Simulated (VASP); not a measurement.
# Ge2Sb2Te5 (P-3m1) in VASP: single point with PBE

Aim: the single point of Ge2Sb2Te5 with PBE.

Program: VASP 6.6.1. These are calculated values, not measurements. Logs are shortened: lines on timing, memory, paths and dates and some standing lists are left out, and cuts for length are marked.

## 1. The cell of the first run

It takes space group P-3m1 (No. 164, trigonal). The conventional cell has a = 4.263 Å, b = 4.263 Å, c = 18.106 Å, α = 90.00°, β = 90.00°, γ = 120.00°. Te (site symmetry -3m) has 6 Sb at 3.19 Å and 6 Te at 4.26 Å within 4.3 Å. Within 4.0 Å of Te (site symmetry 3m) lie 3 Sb at 3.02 Å and 3 Ge at 3.32 Å. Within 3.7 Å of Te (site symmetry 3m) lie 3 Ge at 2.84 Å. Sb (site symmetry 3m) has 6 Te at 3.02 to 3.19 Å within 4.0 Å. Within 3.7 Å of Ge (site symmetry 3m) lie 6 Te at 2.84 to 3.32 Å.

## 2. Single point, PBE

The input, INCAR:

```
SYSTEM = Ge2Sb2Te5
  PREC = Accurate
  ENCUT = 520
  EDIFF = 1E-6
  ISMEAR = 0
  SIGMA = 0.03
  LREAL = .FALSE.
  LASPH = .TRUE.
  NELM = 100
  ALGO = Normal
  ISIF = 2
  LWAVE = .FALSE.
  LCHARG = .FALSE.
  GGA = PE
  NBANDS = 44
```

The input, KPOINTS:

```
regular mesh
0
G
  10 10 2
  0 0 0
```

The input, POSCAR:

```
Ge2Sb2Te5
1.0
    4.2628860038      0.0000000000      0.0000000000
   -2.1314430019      3.6917675727      0.0000000000
    0.0000000000      0.0000000000     18.1062965652
Te Sb Ge
5 2 2
Direct
    0.0000000000      0.0000000000      0.0000000000
    0.6666666667      0.3333333333      0.2084974723
    0.3333333333      0.6666666667      0.4094902421
    0.6666666667      0.3333333333      0.5905097579
    0.3333333333      0.6666666667      0.7915025277
    0.3333333333      0.6666666667      0.1120466969
    0.6666666667      0.3333333333      0.8879533031
    0.0000000000      0.0000000000      0.3312988161
    0.0000000000      0.0000000000      0.6687011839
```

Potentials or basis: VASP PAW PBE potentials, release 64 (Te, Sb, Ge_d).

Started as:

```sh
$ cat potpaw_PBE.64/Te/POTCAR potpaw_PBE.64/Sb/POTCAR potpaw_PBE.64/Ge_d/POTCAR > POTCAR
$ mpirun -np 1 vasp_std > vasp.out
```

OUTCAR:

```text
SYSTEM = Ge2Sb2Te5
   PREC = Accurate
   ENCUT = 520
   EDIFF = 1E-6
   ISMEAR = 0
   LREAL = .FALSE.
   LASPH = .TRUE.
   NELM = 100
   ISIF = 2
   GGA = PE

 ion  position               nearest neighbor table
   1  0.000  0.000  0.000-   6 3.19   7 3.19   6 3.19   7 3.19   7 3.19   6 3.19
   2  0.667  0.333  0.208-   6 3.02   6 3.02   6 3.02
   3  0.333  0.667  0.409-   8 2.84   8 2.84   8 2.84
   4  0.667  0.333  0.591-   9 2.84   9 2.84   9 2.84
   5  0.333  0.667  0.792-   7 3.02   7 3.02   7 3.02
   6  0.333  0.667  0.112-   2 3.02   2 3.02   2 3.02   1 3.19   1 3.19   1 3.19
   7  0.667  0.333  0.888-   5 3.02   5 3.02   5 3.02   1 3.19   1 3.19   1 3.19
   8  0.000  0.000  0.331-   3 2.84   3 2.84   3 2.84
   9  0.000  0.000  0.669-   4 2.84   4 2.84   4 2.84

  LATTYP: Found a hexagonal cell.
 ALAT       =     4.2628860038
 C/A-ratio  =     4.2474268721

  Lattice vectors:

 A1 = (   4.2628860038,   0.0000000000,   0.0000000000)
 A2 = (  -2.1314430019,   3.6917675727,   0.0000000000)
 A3 = (   0.0000000000,   0.0000000000,  18.1062965652)

Analysis of symmetry for initial positions (statically):
=====================================================================
 Subroutine PRICEL returns:
 Original cell was already a primitive cell.

 Routine SETGRP: Setting up the symmetry group for a
 hexagonal supercell.

 Subroutine GETGRP returns: Found 12 space group operations
 (whereof 12 operations were pure point group operations)
 out of a pool of 24 trial point group operations.

The static configuration has the point symmetry D_3d.

Analysis of symmetry for dynamics (positions and initial velocities):
=====================================================================
 Subroutine PRICEL returns:
 Original cell was already a primitive cell.

 Routine SETGRP: Setting up the symmetry group for a
 hexagonal supercell.

 Subroutine GETGRP returns: Found 12 space group operations
 (whereof 12 operations were pure point group operations)
 out of a pool of 24 trial point group operations.

The dynamic configuration has the point symmetry D_3d.

 Subroutine INISYM returns: Found 12 space group operations
 (whereof 12 operations are pure point group operations),
 and found     1 'primitive' translations

----------------------------------------------------------------------------------------

                                     Primitive cell

  volume of cell :     284.9494

  direct lattice vectors                    reciprocal lattice vectors
     4.262886004  0.000000000  0.000000000     0.234582862  0.135436479  0.000000000
    -2.131443002  3.691767573  0.000000000     0.000000000  0.270872957  0.000000000
     0.000000000  0.000000000 18.106296565     0.000000000  0.000000000  0.055229406

  length of vectors
     4.262886004  4.262886004 18.106296565     0.270872957  0.270872957  0.055229406

  position of ions in fractional coordinates (direct lattice)
     0.000000000  0.000000000  0.000000000
     0.666666667  0.333333333  0.208497472
     0.333333333  0.666666667  0.409490242
     0.666666667  0.333333333  0.590509758
     0.333333333  0.666666667  0.791502528
     0.333333333  0.666666667  0.112046697
     0.666666667  0.333333333  0.887953303
     0.000000000  0.000000000  0.331298816
     0.000000000  0.000000000  0.668701184

  ion indices of the primitive-cell ions
   primitive index   ion index
                 1           1
                 2           2
                 3           3
                 4           4
                 5           5
                 6           6
                 7           7
                 8           8
                 9           9

----------------------------------------------------------------------------------------

 KPOINTS: regular mesh

Automatic generation of k-mesh.
 Grid dimensions read from file:
 generate k-points for:   10   10    2

 Generating k-lattice:

  Cartesian coordinates                     Fractional coordinates (reciprocal lattice)
     0.023458286  0.013543648  0.000000000     0.100000000  0.000000000  0.000000000
     0.000000000  0.027087296  0.000000000     0.000000000  0.100000000  0.000000000
     0.000000000  0.000000000  0.027614703     0.000000000  0.000000000  0.500000000

  Length of vectors
     0.027087296  0.027087296  0.027614703

  Shift w.r.t. Gamma in fractional coordinates (k-lattice)
     0.000000000  0.000000000  0.000000000

 Subroutine IBZKPT returns following result:
 ===========================================

 Found     28 irreducible k-points:

 Following reciprocal coordinates:
            Coordinates               Weight
  0.000000  0.000000  0.000000      1.000000
  0.100000  0.000000  0.000000      6.000000
  0.200000  0.000000  0.000000      6.000000
  0.300000  0.000000  0.000000      6.000000
  0.400000  0.000000  0.000000      6.000000
  0.500000  0.000000  0.000000      3.000000
[... 16 lines left out ...]
  0.300000  0.100000  0.500000     12.000000
  0.400000  0.100000  0.500000     12.000000
 [... further k-points ...]
   k-points           NKPTS =     28   k-points in BZ     NKDIM =     28   number of bands    NBANDS=     44
   number of dos      NEDOS =    301   number of ions     NIONS =      9
   total plane-waves  NPLWV = 143360
   dimension x,y,z NGX =    32 NGY =   32 NGZ =  140
   dimension x,y,z NGXF=    64 NGYF=   64 NGZF=  280
   ions per type =               5   2   2
   NGX,Y,Z   is equivalent  to a cutoff of  12.48, 12.48, 12.85 a.u.
   NGXF,Y,Z  is equivalent  to a cutoff of  24.96, 24.96, 25.71 a.u.
 SYSTEM =  Ge2Sb2Te5
   PREC   = accura    normal or accurate (medium, high low for compatibility)
   ISTART =      0    job   : 0-new  1-cont  2-samecut
   ICHARG =      2    charge: 1-file 2-atom 10-const
   ISPIN  =      1    spin polarized calculation?
   LNONCOLLINEAR =      F non collinear calculations
   LSORBIT =      F    spin-orbit coupling
   LASPH  =      T    aspherical Exc in radial PAW
   ENCUT  =  520.0 eV  38.22 Ry    6.18 a.u.   7.93  7.93 33.67*2*pi/ulx,y,z
   NELM   =    100;   NELMIN=  2; NELMDL= -5     # of ELM steps
   EDIFF  = 0.1E-05   stopping-criterion for ELM
   LREAL  =      F    real-space projection
   EDIFFG = 0.1E-04   stopping-criterion for IOM
   NSW    =      0    number of steps for IOM
   IBRION =     -1    ionic relax: 0-MD 1-quasi-New 2-CG
   NFREE  =      0    steps in history (QN), initial steepest desc. (CG)
   ISIF   =      2    stress and relaxation
   ISYM   =      2    0-nonsym 1-usesym 2-fastsym
   POTIM  = 0.5000    time-step for ionic-motion
   TEBEG  =    0.0;   TEEND  =   0.0 temperature during run
   PSTRESS=    0.0 pullay stress
   NELECT =      68.0000    total number of electrons
   NUPDOWN=      -1.0000    fix difference up-down
   EMIN   =  10.00;   EMAX   =-10.00  energy-range for DOS
   EFERMI =   0.00;   METHOD = LEGACY
   ISMEAR =     0;   SIGMA  =   0.03  broadening in eV -4-tet -1-fermi 0-gaus
   EFERMI_NEDOS =   21; number of points for ismear=-14 and -15
   IALGO  =     38    algorithm
   IMIX   =      4    mixing-type and parameters
     AMIX     =   0.40;   BMIX     =  1.00
     AMIX_MAG =   1.60;   BMIX_MAG =  1.00
  volume/ion in A,a.u.               =      31.66       213.66
  Fermi-wavevector in a.u.,A,eV,Ry     =   1.015442  1.918908 14.029280  1.031123
  Thomas-Fermi vector in A             =   2.148728
   LORBIT       =      0    0 simple, 1 ext, 2 COOP (PROOUT), +10 PAW based schemes
   GGA     = PE    functional components
   LHFCALC =     F    Hartree Fock is set to
   AEXX    =    0.0000 exact exchange contribution
   IVDW    =     0    specifies the selected vdW correction
   LEPSILON=     F    determine dielectric tensor
   LRPA    =     F    only Hartree local field effects (RPA)
 non-spin polarized calculation
 Gauss-broadening in eV      SIGMA  =   0.03
  energy-cutoff  :      520.00
  volume of cell :      284.95
 maximum number of plane-waves:      7722
 NGX is ok and might be reduce to    32
   NGX = 15   NGY = 15   NGZ = 67

 number of electron      68.0000027 magnetization

 Free energy of the ion-electron system (eV)
  ---------------------------------------------------
  ext. energy  EPLUGINS =         0.00000000
  ---------------------------------------------------
  free energy    TOTEN  =       -33.85213655 eV

  energy without entropy =      -33.85208405  energy(sigma->0) =      -33.85211030

 E-fermi :   5.9054     XC(G=0):  -9.1915

 val. band max:        5.8540604401   @ k =   0.1000   0.0000   0.5000
 cond. band min:       5.9516061614   @ k =   0.5000   0.0000   0.5000
 fundamental gap:      0.0975457213
 Fermi energy:         5.9054239131

 k-point     1 :       0.0000    0.0000    0.0000
  band No.  band energies     occupation
      1     -18.9707      2.00000
      2     -18.9707      2.00000
      3     -18.9707      2.00000
      4     -18.9707      2.00000
      5     -18.9589      2.00000
      6     -18.9589      2.00000
[... 36 lines left out ...]
     43       7.7989      0.00000
     44       7.9930      0.00000

 k-point     2 :       0.1000    0.0000    0.0000
  band No.  band energies     occupation
      1     -18.9708      2.00000
      2     -18.9708      2.00000
      3     -18.9704      2.00000
      4     -18.9704      2.00000
      5     -18.9590      2.00000
      6     -18.9590      2.00000
[... 36 lines left out ...]
     43       8.1371      0.00000
     44       8.2407      0.00000

 k-point     3 :       0.2000    0.0000    0.0000
  band No.  band energies     occupation
      1     -18.9713      2.00000
      2     -18.9713      2.00000
      3     -18.9698      2.00000
      4     -18.9698      2.00000
      5     -18.9594      2.00000
      6     -18.9594      2.00000
[... 36 lines left out ...]
     43       8.3949      0.00000
     44       8.7878      0.00000

 k-point     4 :       0.3000    0.0000    0.0000
  band No.  band energies     occupation
      1     -18.9718      2.00000
      2     -18.9718      2.00000
      3     -18.9691      2.00000
      4     -18.9691      2.00000
      5     -18.9598      2.00000
      6     -18.9598      2.00000
[... 882 lines left out ...]
     43       8.7696      0.00000
     44       9.1583      0.00000

 k-point    23 :       0.3000    0.1000    0.5000
  band No.  band energies     occupation
      1     -18.9720      2.00000
      2     -18.9720      2.00000
      3     -18.9689      2.00000
      4     -18.9689      2.00000
      5     -18.9599      2.00000
      6     -18.9599      2.00000
[... 36 lines left out ...]
     43       8.9634      0.00000
     44       9.2178      0.00000

 k-point    24 :       0.4000    0.1000    0.5000
  band No.  band energies     occupation
      1     -18.9722      2.00000
      2     -18.9722      2.00000
      3     -18.9685      2.00000
      4     -18.9685      2.00000
      5     -18.9601      2.00000
      6     -18.9601      2.00000
[... 36 lines left out ...]
     43       9.1588      0.00000
     44       9.2670      0.00000

 [... further k-points ...]

------------------------ aborting loop because EDIFF is reached ----------------------------------------

  FORCE on cell =-STRESS in cart. coord.  units (eV):
  Direction    XX          YY          ZZ          XY          YZ          ZX
  --------------------------------------------------------------------------------------
  -------------------------------------------------------------------------------------
  Total       -0.0078837     -0.0078837      0.0013351      0.0000000      0.0000000      0.0000000
  in kB       -0.0443277     -0.0443277      0.0075067      0.0000000      0.0000000      0.0000000
  external PRESSURE =      -0.0270496 kB  Pullay stress =       0.0000000 kB

 VOLUME and BASIS-vectors are now :
 -----------------------------------------------------------------------------
  energy-cutoff  :      520.00
  volume of cell :      284.95
      direct lattice vectors                 reciprocal lattice vectors
     4.262886004  0.000000000  0.000000000     0.234582862  0.135436479  0.000000000
    -2.131443002  3.691767573  0.000000000     0.000000000  0.270872957  0.000000000
     0.000000000  0.000000000 18.106296565     0.000000000  0.000000000  0.055229406

 POSITION                                       TOTAL-FORCE (eV/Angst)
 -----------------------------------------------------------------------------------
      0.00000      0.00000      0.00000        -0.000000      0.000000     -0.000000
      2.13144      1.23059      3.77512        -0.000000     -0.000000      0.016125
     -0.00000      2.46118      7.41435         0.000000      0.000000      0.015605
      2.13144      1.23059     10.69194        -0.000000     -0.000000     -0.015605
     -0.00000      2.46118     14.33118        -0.000000      0.000000     -0.016125
     -0.00000      2.46118      2.02875        -0.000000      0.000000     -0.018185
      2.13144      1.23059     16.07755        -0.000000      0.000000      0.018185
      0.00000      0.00000      5.99859         0.000000     -0.000000     -0.017804
      0.00000      0.00000     12.10770        -0.000000      0.000000      0.017804
 -----------------------------------------------------------------------------------
    total drift:                                0.000000     -0.000000      0.000000

  FREE ENERGIE OF THE ION-ELECTRON SYSTEM (eV)
  ---------------------------------------------------
  free  energy   TOTEN  =       -33.8521365516 eV

  energy  without entropy=      -33.8520840531  energy(sigma->0) =      -33.85211030
```

It took 11 min on 1 thread of Oxide Virtual Turin-like, shared host; peak memory 0.54 GiB.

Results:

| Quantity | Value |
| --- | --- |
| Free energy | -33.8521 eV |
| Pressure | 0.0 GPa |
| Largest force | 0.018 eV/Å |
| Band gap on the k mesh | 0.10 eV (least direct gap 0.17 eV) |

Forces on the atoms (eV/Å):
```
Te   0.000  0.000  0.000
Te   0.000  0.000  0.016
Te   0.000  0.000  0.016
Te   0.000  0.000 -0.016
Te   0.000  0.000 -0.016
Sb   0.000  0.000 -0.018
Sb   0.000  0.000  0.018
Ge   0.000  0.000 -0.018
Ge   0.000  0.000  0.018
```

Levels at points of the mesh, in eV from the valence-band top:
```
           k point  band 30  band 31  band 32  band 33  band 34  band 35  band 36  band 37  band 38  band 39
(0.00, 0.00, 0.00)    -1.37    -1.37    -1.25    -1.11    -0.08     0.18     0.18     0.19     1.07     1.07
(0.50, 0.00, 0.00)    -2.37    -1.90    -1.73    -1.24    -1.19     0.41     0.48     0.70     1.40     1.84
(0.00, 0.00, 0.50)    -1.43    -1.41    -1.41    -0.97    -0.09     0.19     0.19     0.20     1.03     1.03
(0.50, 0.00, 0.50)    -2.41    -2.02    -1.89    -1.66    -0.69     0.10     0.63     0.87     1.55     1.92
```

Caveat: semilocal functionals underestimate gaps, and a narrow one can read as zero; spin-orbit coupling is left out, which moves the levels of the heavy elements; this functional lacks dispersion, which binds layers or chains, so the pressure and a relaxed spacing across them are unreliable.
